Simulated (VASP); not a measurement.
# CaMg (P4/mmm) in VASP: a series of runs, part 2 of 2

VASP 6.6.1.

### Step 5. Single point, LDA (31.78 Å³/atom)

The input, INCAR:

```
SYSTEM = CaMg
PREC     = Accurate       ! precision mode
ENCUT    = 520            ! plane-wave cutoff, eV
EDIFF    = 1E-6           ! SCF threshold, eV
ISMEAR   = 0              ! smearing method
SIGMA    = 0.15           ! smearing width, eV
LREAL    = .FALSE.        ! projectors in reciprocal space
LASPH    = .TRUE.         ! aspherical terms in the spheres
NELM     = 60             ! most SCF steps
ALGO     = Fast           ! electronic algorithm
ISIF     = 2              ! what is computed and relaxed
LWAVE    = .FALSE.        ! write WAVECAR
LCHARG   = .FALSE.        ! write CHGCAR
GGA      = CA             ! functional
NBANDS   = 13             ! bands
```

The input, KPOINTS:

```
Automatic mesh
0
G
  14 14 14
  0 0 0
```

The input, POSCAR:

```
CaMg
1.0
    4.0844759090      0.0000000000      0.0000000000
    0.0000000000      4.0844759090      0.0000000000
    0.0000000000      0.0000000000      3.8099991279
Ca Mg
1 1
Direct
    0.0000000000      0.0000000000      0.0000000000
    0.5000000000      0.5000000000      0.5000000000
```

Potentials or basis: VASP PAW LDA potentials, release 64 (Ca_sv, Mg).

Started as:

```console
$ cat potpaw_LDA.64/Ca_sv/POTCAR potpaw_LDA.64/Mg/POTCAR > POTCAR
$ mpirun -np 1 vasp_std > vasp.out
```

OUTCAR:

```text
SYSTEM = CaMg
   PREC = Accurate
   ENCUT = 520
   EDIFF = 1E-6
   ISMEAR = 0
   LREAL = .FALSE.
   LASPH = .TRUE.
   NELM = 60
   ISIF = 2
   GGA = CA

 ion  position               nearest neighbor table
   1  0.000  0.000  0.000-
   2  0.500  0.500  0.500-

  LATTYP: Found a simple tetragonal cell.
 ALAT       =     4.0844759090
 C/A-ratio  =     0.9328000000

  Lattice vectors:

 A1 = (   4.0844759090,   0.0000000000,   0.0000000000)
 A2 = (   0.0000000000,   4.0844759090,   0.0000000000)
 A3 = (   0.0000000000,   0.0000000000,   3.8099991279)

Analysis of symmetry for initial positions (statically):
=====================================================================
 Subroutine PRICEL returns:
 Original cell was already a primitive cell.

 Routine SETGRP: Setting up the symmetry group for a
 simple tetragonal supercell.

 Subroutine GETGRP returns: Found 16 space group operations
 (whereof 16 operations were pure point group operations)
 out of a pool of 16 trial point group operations.

The static configuration has the point symmetry D_4h.

[... 172 lines left out ...]
      3     -20.4715      2.00000
      4     -20.4570      2.00000
      5      -3.1571      2.00000
      6       2.8336      0.00000
      7       2.9292      0.00000
      8       5.3948      0.00000
      9       5.4574      0.00000
     10       5.4574      0.00000
     11       5.6571      0.00000
     12       5.6571      0.00000
     13       6.7361      0.00000
[... 354 lines left out ...]
  band No.  band energies     occupation
      1     -39.1924      2.00000
      2     -20.5127      2.00000
      3     -20.4880      2.00000
      4     -20.4520      2.00000
      5      -1.5742      2.00000
      6       0.8698      2.00000
      7       2.5889      0.00000
      8       3.6857      0.00000
      9       4.7821      0.00000
     10       5.3546      0.00000
     11       5.9599      0.00000
     12       6.5849      0.00000
     13       8.1630      0.00000

 [... further k-points ...]

------------------------ aborting loop because EDIFF is reached ----------------------------------------

  FORCE on cell =-STRESS in cart. coord.  units (eV):
  Direction    XX          YY          ZZ          XY          YZ          ZX
  --------------------------------------------------------------------------------------
  -------------------------------------------------------------------------------------
  Total       -1.1377655     -1.1377655     -0.7502351      0.0000000      0.0000000     -0.0000000
  in kB      -28.6791191    -28.6791191    -18.9108228      0.0000000      0.0000000     -0.0000000
  external PRESSURE =     -25.4230203 kB  Pullay stress =       0.0000000 kB

 VOLUME and BASIS-vectors are now :
 -----------------------------------------------------------------------------
  energy-cutoff  :      520.00
  volume of cell :       63.56
      direct lattice vectors                 reciprocal lattice vectors
     4.084475909  0.000000000  0.000000000     0.244829452  0.000000000  0.000000000
     0.000000000  4.084475909  0.000000000     0.000000000  0.244829452  0.000000000
     0.000000000  0.000000000  3.809999128     0.000000000  0.000000000  0.262467252

 POSITION                                       TOTAL-FORCE (eV/Angst)
 -----------------------------------------------------------------------------------
      0.00000      0.00000      0.00000         0.000000      0.000000      0.000000
      2.04224      2.04224      1.90500         0.000000      0.000000      0.000000
 -----------------------------------------------------------------------------------
    total drift:                                0.000000     -0.000000     -0.000000

  FREE ENERGIE OF THE ION-ELECTRON SYSTEM (eV)
  ---------------------------------------------------
  free  energy   TOTEN  =        -4.2291046261 eV

  energy  without entropy=       -4.2085036824  energy(sigma->0) =       -4.21880415
```

OSZICAR:

```text
N       E                     dE             d eps       ncg     rms          rms(c)
DAV:   1     0.682747637183E+02    0.68275E+02   -0.53707E+03  7488   0.796E+02
DAV:   2    -0.228361424254E+01   -0.70558E+02   -0.69402E+02  8598   0.197E+02
DAV:   3    -0.421061064492E+01   -0.19270E+01   -0.19014E+01 12159   0.297E+01
DAV:   4    -0.428369862361E+01   -0.73088E-01   -0.72967E-01  9039   0.482E+00
DAV:   5    -0.428529479667E+01   -0.15962E-02   -0.15960E-02 11140   0.619E-01    0.268E+00
RMM:   6    -0.423908900335E+01    0.46206E-01   -0.47358E-02  8357   0.155E+00    0.171E+00
RMM:   7    -0.423061092959E+01    0.84781E-02   -0.65058E-02  9681   0.199E+00    0.290E-01
RMM:   8    -0.422894561454E+01    0.16653E-02   -0.13246E-02  8420   0.125E+00    0.422E-02
RMM:   9    -0.422906090347E+01   -0.11529E-03   -0.22276E-03 10690   0.545E-01    0.211E-02
RMM:  10    -0.422909358897E+01   -0.32686E-04   -0.46452E-04 11251   0.204E-01    0.126E-02
RMM:  11    -0.422910162148E+01   -0.80325E-05   -0.11611E-04 10933   0.993E-02    0.125E-02
RMM:  12    -0.422910313060E+01   -0.15091E-05   -0.43644E-05 11297   0.610E-02    0.536E-03
RMM:  13    -0.422910413088E+01   -0.10003E-05   -0.12358E-05 10757   0.279E-02    0.764E-04
RMM:  14    -0.422910462607E+01   -0.49519E-06   -0.45184E-06  8972   0.127E-02
   1 F= -.42291046E+01 E0= -.42188042E+01  d E =-.206009E-01
```

stdout:

```text
POSCAR found type information on POSCAR CaMg
 POSCAR found :  2 types and       2 ions
 scaLAPACK will be used
 LDA part: xc-table for (Slater(with rela. corr.)+CA(PZ))
 , standard interpolation
 POSCAR, INCAR and KPOINTS ok, starting setup
 FFT: planning ... GRIDC
 FFT: planning ... GRID_SOFT
 FFT: planning ... GRID
 WAVECAR not read
 entering main loop
WARNING in EDDRMM: call to ZHEGV failed, returncode =   6  3     12
```

Wall time 5.8 min (1 thread of Intel Xeon 8259CL, shared host); peak memory 0.37 GiB.

What came out:

- Free energy: -4.2291 eV
- Pressure: -2.5 GPa
- Band gap on the k mesh: zero (bands 6 and 7 overlap by 1.38 eV)

### Step 6. Summary

| cell | further INCAR settings | gap on the mesh (eV) | pressure (GPa) |
| --- | --- | --- | --- |
| a = 3.810, b = 3.810, c = 4.379 Å, 2 atoms | ALGO = Fast; EDIFF = 1e-06; NBANDS = 13 | none | -2.5 |
| a = 4.180, b = 4.180, c = 3.638 Å, 2 atoms | ALGO = Fast; EDIFF = 1e-06; NBANDS = 13 | none | -2.5 |
| a = 3.723, b = 3.723, c = 4.586 Å, 2 atoms | ALGO = Fast; EDIFF = 1e-07; NBANDS = 13 | none | -2.5 |
| a = 4.084, b = 4.084, c = 3.810 Å, 2 atoms | ALGO = Fast; EDIFF = 1e-06; NBANDS = 13 | none | -2.5 |

Alike in all rows: task single point; level LDA; potentials or basis VASP PAW LDA potentials, release 64 (Ca_sv, Mg); no spin polarisation; k mesh 14 × 14 × 14; cutoff (eV) 520; smearing gaussian 0.15 eV.

Absolute energies hang on the potentials; compare differences alone.
